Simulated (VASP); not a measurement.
# Ca12HO12 (a cell with a defect) in VASP: further runs

Aim: see how the results for Ca12HO12 (a cell with a defect) move with the level of theory and the settings. Levels: PBEsol, HSE06. Tasks: relaxation of the atoms, single point.

Everything below comes from runs of VASP 6.6.1. Logs are shortened: lines on timing, memory, paths and dates and some standing lists are left out, and cuts for length are marked.

## Step 1: The cell of the first run

The cell holds a defect, 25 atoms: a = 6.742 Å, b = 6.742 Å, c = 10.114 Å, α = 60.00°, β = 60.00°, γ = 60.00°.

## Step 2: Relaxation of the atoms, PBEsol

Contents of INCAR:

```
  PREC = Accurate
  ENCUT = 520
  EDIFF = 1E-7
  ISMEAR = -1
  SIGMA = 0.05
  LREAL = Auto
  LASPH = True
  NELM = 120
  ALGO = Normal
  ISIF = 2
  LWAVE = False
  LCHARG = False
  GGA = PS
  IBRION = 2
  NSW = 100
  EDIFFG = -0.03
  NELECT = 194.0
  ISYM = -1
  GGA_COMPAT = False
  NELMIN = 4
```

Contents of KPOINTS:

```
explicit points
1
Reciprocal
  0.25000000   0.25000000   0.25000000 1
```

Contents of POSCAR:

```
Ca12HO12
1.0
    0.0000000000      4.7676000000      4.7676000000
    4.7676000000      0.0000000000      4.7676000000
    7.1514000000      7.1514000000      0.0000000000
O Ca H
12 12 1
Direct
    0.7580180000      0.2510570000      0.1608310000
    0.2496410000      0.7513350000      0.5032650000
    0.7499040000      0.2555640000      0.8311890000
    0.2508680000      0.7489490000      0.1662070000
    0.7548970000      0.2479310000      0.4984600000
    0.2431660000      0.7550060000      0.8314330000
    0.2426370000      0.2477410000      0.5036430000
    0.7514510000      0.7494230000      0.1644710000
    0.7456670000      0.7513850000      0.8349920000
    0.2475420000      0.2479340000      0.1659310000
    0.2517100000      0.2480980000      0.8331150000
    0.7422470000      0.7492520000      0.4997860000
    0.0043220000      0.0030250000      0.9990830000
    0.0024240000      0.0023000000      0.6609970000
    0.4960980000      0.5005560000      0.3340590000
    0.9969060000      0.0046080000      0.3325360000
    0.5009690000      0.4966790000      0.0046270000
    0.5050350000      0.4968530000      0.6621990000
    0.0001520000      0.4974090000      0.9998480000
    0.4952020000      0.0047630000      0.3345710000
    0.9978000000      0.4961910000      0.6676900000
    0.5021100000      0.0013790000      0.9984290000
    0.0001000000      0.4967890000      0.3346490000
    0.4969160000      0.0000810000      0.6683670000
    0.6207990000      0.6308120000      0.0828710000
```

Potentials or basis: VASP PAW PBE potentials, release 64 (O, Ca_sv, H).

Launch:

```sh
$ cat potpaw_PBE.64/O/POTCAR potpaw_PBE.64/Ca_sv/POTCAR potpaw_PBE.64/H/POTCAR > POTCAR
$ mpirun -np 1 vasp_std > vasp.out
```

OUTCAR:

```text
PREC = Accurate
   ENCUT = 520
   EDIFF = 1E-7
   ISMEAR = -1
   LREAL = Auto
   LASPH = True
   NELM = 120
   ISIF = 2
   GGA = PS
   IBRION = 2
   NSW = 100
   EDIFFG = -0.03
   NELECT = 194.0
   ISYM = -1
   NELMIN = 4

 ion  position               nearest neighbor table
   1  0.758  0.251  0.161-  19 2.33  13 2.34  17 2.34  16 2.37  20 2.43  15 2.43
   2  0.250  0.751  0.503-  14 2.33  18 2.36  20 2.38  15 2.41  21 2.42  16 2.43
   3  0.750  0.256  0.831-  21 2.33  18 2.38  17 2.39  22 2.39  13 2.41  14 2.42
   4  0.251  0.749  0.166-  17 2.36  15 2.37  13 2.37  23 2.40  22 2.40  16 2.41
   5  0.755  0.248  0.498-  14 2.34  16 2.35  23 2.36  18 2.36  15 2.41  24 2.41
   6  0.243  0.755  0.831-  14 2.37  24 2.38  13 2.38  19 2.39  18 2.44  17 2.47
[... 16 lines left out ...]
  23  0.000  0.497  0.335-   5 2.36   7 2.37  12 2.39  10 2.39   4 2.40   8 2.40
  24  0.497  0.000  0.668-  11 2.36   9 2.38   6 2.38   7 2.39  12 2.40   5 2.41
  25  0.621  0.631  0.083-

IMPORTANT INFORMATION: All symmetrisations will be switched off!
NOSYMM: (Re-)initialisation of all symmetry stuff for point group C_1.

----------------------------------------------------------------------------------------

                                     Primitive cell

  volume of cell :     325.1028

  direct lattice vectors                    reciprocal lattice vectors
     0.000000000  4.767600000  4.767600000    -0.104874570  0.104874570  0.104874570
     4.767600000  0.000000000  4.767600000     0.104874570 -0.104874570  0.104874570
     7.151400000  7.151400000  0.000000000     0.069916380  0.069916380 -0.069916380

  length of vectors
     6.742404580  6.742404580 10.113606870     0.181648084  0.181648084  0.121098722

  position of ions in fractional coordinates (direct lattice)
     0.758018000  0.251057000  0.160831000
     0.249641000  0.751335000  0.503265000
     0.749904000  0.255564000  0.831189000
     0.250868000  0.748949000  0.166207000
     0.754897000  0.247931000  0.498460000
     0.243166000  0.755006000  0.831433000
[... 17 lines left out ...]
     0.496916000  0.000081000  0.668367000
     0.620799000  0.630812000  0.082871000

  ion indices of the primitive-cell ions
   primitive index   ion index
                 1           1
                 2           2
                 3           3
                 4           4
                 5           5
                 6           6
[... 17 lines left out ...]
                24          24
                25          25

----------------------------------------------------------------------------------------

 KPOINTS: explicit points

Read explicit list of k-points.

 Found      1 k-points:

 Following reciprocal coordinates:
            Coordinates               Weight
  0.250000  0.250000  0.250000      1.000000
   k-points           NKPTS =      1   k-points in BZ     NKDIM =      1   number of bands    NBANDS=    116
   number of dos      NEDOS =    301   number of ions     NIONS =     25
   total plane-waves  NPLWV = 200000
   dimension x,y,z NGX =    50 NGY =   50 NGZ =   80
   dimension x,y,z NGXF=   100 NGYF=  100 NGZF=  160
   ions per type =              12  12   1
   NGX,Y,Z   is equivalent  to a cutoff of  12.33, 12.33, 13.15 a.u.
   NGXF,Y,Z  is equivalent  to a cutoff of  24.66, 24.66, 26.30 a.u.
 SYSTEM =  unknown system
   PREC   = accura    normal or accurate (medium, high low for compatibility)
   ISTART =      0    job   : 0-new  1-cont  2-samecut
   ICHARG =      2    charge: 1-file 2-atom 10-const
   ISPIN  =      1    spin polarized calculation?
   LNONCOLLINEAR =      F non collinear calculations
   LSORBIT =      F    spin-orbit coupling
   LASPH  =      T    aspherical Exc in radial PAW
   ENCUT  =  520.0 eV  38.22 Ry    6.18 a.u.  12.54 12.54 18.80*2*pi/ulx,y,z
   NELM   =    120;   NELMIN=  4; NELMDL= -5     # of ELM steps
   EDIFF  = 0.1E-06   stopping-criterion for ELM
   LREAL  =      T    real-space projection
   EDIFFG = -.3E-01   stopping-criterion for IOM
[... 27 lines left out ...]
   LRPA    =     F    only Hartree local field effects (RPA)
 conjugate gradient relaxation of ions
 non-spin polarized calculation
  energy-cutoff  :      520.00
  volume of cell :      325.10
 maximum number of plane-waves:      8768
 NGX is ok and might be reduce to    50
   NGX = 25   NGY = 25   NGZ = 37

--------------------------------------- Ionic step        1  -------------------------------------------

 number of electron     194.0000010 magnetization

 Free energy of the ion-electron system (eV)
  ---------------------------------------------------
  ext. energy  EPLUGINS =         0.00000000
  ---------------------------------------------------
  free energy    TOTEN  =      -156.09779131 eV

  energy without entropy =     -156.09778556  energy(sigma->0) =     -156.09778844

------------------------ aborting loop because EDIFF is reached ----------------------------------------

  FORCE on cell =-STRESS in cart. coord.  units (eV):
  Direction    XX          YY          ZZ          XY          YZ          ZX
  --------------------------------------------------------------------------------------
  -------------------------------------------------------------------------------------
  Total       11.7571105     11.6683676      9.6366254     -1.5015219      0.4548451      0.2824023
  in kB       57.9416014     57.5042570     47.4913888     -7.3998268      2.2415759      1.3917402
  external PRESSURE =      54.3124158 kB  Pullay stress =       0.0000000 kB
[... 158 lines left out ...]
  FREE ENERGIE OF THE ION-ELECTRON SYSTEM (eV)
  ---------------------------------------------------
  free  energy   TOTEN  =      -157.0671655135 eV

  energy  without entropy=     -157.0671655134  energy(sigma->0) =     -157.06716551

[... ionic steps 4 to 11 ...]

--------------------------------------- Ionic step       12  -------------------------------------------

 number of electron     194.0000013 magnetization

------------------------ aborting loop because EDIFF is reached ----------------------------------------

  FORCE on cell =-STRESS in cart. coord.  units (eV):
  Direction    XX          YY          ZZ          XY          YZ          ZX
  --------------------------------------------------------------------------------------
  -------------------------------------------------------------------------------------
  Total       12.3553503     12.3699360     10.7660919     -1.5193013      0.2076519      0.2031493
  in kB       60.8898573     60.9617390     53.0576458     -7.4874479      1.0233538      1.0011638
  external PRESSURE =      58.3030807 kB  Pullay stress =       0.0000000 kB
[... 103 lines left out ...]
  energy  without entropy=     -157.2392167276  energy(sigma->0) =     -157.23921673

--------------------------------------- Ionic step       14  -------------------------------------------

 number of electron     194.0000014 magnetization

 Free energy of the ion-electron system (eV)
  ---------------------------------------------------
  ext. energy  EPLUGINS =         0.00000000
  ---------------------------------------------------
  free energy    TOTEN  =      -157.23945506 eV

  energy without entropy =     -157.23945506  energy(sigma->0) =     -157.23945506

 E-fermi :   4.9342     XC(G=0): -10.9489

 val. band max:        3.7234952644   @ k =   0.2500   0.2500   0.2500
 cond. band min:       6.3573768107   @ k =   0.2500   0.2500   0.2500
 fundamental gap:      2.6338815463
 Fermi energy:         4.9341512088

 k-point     1 :       0.2500    0.2500    0.2500
  band No.  band energies     occupation
      1     -34.9638      2.00000
      2     -34.9207      2.00000
      3     -34.8927      2.00000
      4     -34.8805      2.00000
      5     -34.8734      2.00000
      6     -34.8089      2.00000
[... 101 lines left out ...]
    108       8.8130      0.00000
    109       8.9391      0.00000
 [bands above 109 left out]

------------------------ aborting loop because EDIFF is reached ----------------------------------------

  FORCE on cell =-STRESS in cart. coord.  units (eV):
  Direction    XX          YY          ZZ          XY          YZ          ZX
  --------------------------------------------------------------------------------------
  -------------------------------------------------------------------------------------
  Total       12.3617216     12.3647102     10.7717389     -1.5192874      0.1967028      0.1921845
  in kB       60.9212568     60.9359850     53.0854754     -7.4873792      0.9693945      0.9471269
  external PRESSURE =      58.3142390 kB  Pullay stress =       0.0000000 kB
[... 40 lines left out ...]
  FREE ENERGIE OF THE ION-ELECTRON SYSTEM (eV)
  ---------------------------------------------------
  free  energy   TOTEN  =      -157.2394550594 eV

  energy  without entropy=     -157.2394550593  energy(sigma->0) =     -157.23945506

 reached required accuracy - stopping structural energy minimisation
```

Wall time 12 min (1 thread of Intel Xeon 6975P-C (Granite Rapids), shared host); peak memory 0.52 GiB.

What came out:

| Property | Result |
| --- | --- |
| Free energy | -157.2395 eV |
| Energy gained by relaxing | 45.7 meV/atom |
| Ionic steps | 14 |
| Largest force after relaxing | 0.013 eV/Å |

Forces in eV/Å, atoms in the order of the input:
```
O    0.004  0.009 -0.002
O    0.001  0.002  0.001
O    0.003 -0.003  0.001
O    0.009  0.008 -0.004
O   -0.001  0.001  0.002
O   -0.006  0.002 -0.004
O    0.002 -0.002  0.000
O    0.000  0.001 -0.005
O    0.000 -0.001  0.009
O   -0.001 -0.001 -0.003
O   -0.001  0.001  0.013
O   -0.002 -0.003  0.005
Ca   0.000 -0.001  0.008
Ca   0.005  0.003 -0.004
Ca  -0.001 -0.001 -0.004
Ca  -0.001 -0.003  0.003
Ca  -0.002 -0.002  0.001
Ca  -0.005 -0.004 -0.005
Ca  -0.001 -0.006 -0.005
Ca   0.000 -0.003  0.003
Ca   0.002  0.005 -0.001
Ca  -0.006  0.001 -0.004
Ca  -0.004  0.000 -0.001
Ca   0.005  0.000  0.000
H    0.001 -0.003 -0.003
```

Step by step:
```
step  energy change (eV)  largest force (eV/Å)  pressure (GPa)
   1              0.0000                2.3521            5.43
   2             -0.8794                1.0585            5.59
   3             -0.9694                0.7341            5.84
   4             -1.0962                0.3035            5.81
   5             -1.1091                0.2526            5.82
   6             -1.1286                0.1208            5.81
   7             -1.1323                0.1646            5.81
   8             -1.1374                0.1196            5.83
   9             -1.1381                0.0951            5.85
  10             -1.1405                0.0461            5.83
  11             -1.1408                0.0496            5.82
  12             -1.1414                0.0328            5.83
  13             -1.1414                0.0356            5.83
  14             -1.1417                0.0126            5.83
```

Final structure:
```
O Ca H
1.0
     0.00000    4.76760    4.76760
     4.76760    0.00000    4.76760
     7.15140    7.15140    0.00000
O Ca H
12 12 1
Cartesian
  2.2967 4.8817 4.6790
  7.1344 4.7839 4.7718
  7.1439 9.5327 4.7573
  4.8871 2.2903 4.6794
  4.7900 7.1287 4.7721
  9.5388 7.1391 4.7583
  4.7540 4.7497 2.3951
  4.8719 4.8664 7.2201
  9.3866 9.3818 7.2773
  2.3999 2.3945 2.3781
  7.1506 7.1446 2.3732
  7.1761 7.1711 7.1098
  4.7820 4.7762 9.5130
  4.7553 4.7502 0.0109
  4.7257 4.7203 4.8218
  7.1637 7.1581 9.5145
  2.3995 2.3941 4.7886
  7.1594 7.1538 4.7553
  2.4038 4.7471 7.1147
  7.1442 4.7811 7.1553
  7.1327 4.7618 2.3958
  4.7524 2.3978 7.1143
  4.7867 7.1389 7.1559
  4.7672 7.1278 2.3959
  3.5419 3.5369 5.9700
```

Caveat: the cell carries a net charge on a neutralising background, which shifts energy and pressure; the cell is charged against a uniform background, so pressure and absolute levels hang on convention; the PAW data sets were made with another functional, which shifts forces and pressure a little.

(Continued in part 2 of 2.)
